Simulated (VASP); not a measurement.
The system is Ni.

```
Ni
1.0
     0.00000    1.77165    1.77165
     1.77165    0.00000    1.77165
     1.77165    1.77165    0.00000
Ni
1
Direct
  0.00000 0.00000 0.00000
```

Base run:

| Property | Result |
| --- | --- |
| Program | VASP 6.6.1 |
| Functional | r2SCAN |
| Potentials or basis | VASP PAW PBE potentials, release 64 (Ni) |
| Cutoff | 520 eV |
| k mesh | 13 × 13 × 13 |
| Occupations | fermi-dirac, width 0.05 eV |
| Spin | collinear spin, ferromagnetic start |
| Starting moments | [1.0] μB |

Its results: pressure -10.3 GPa; net moment 0.73 μB per cell; site moments Ni +0.76 μB.

Task: The run is repeated on the same cell with these changes: functional from r2SCAN to PBE. What comes out?

Result: Pressure -4.0 GPa; net moment 0.63 μB per cell; site moments Ni +0.64 μB.

Caveats: the PAW data sets were made with another functional, which shifts forces and pressure a little (some runs).
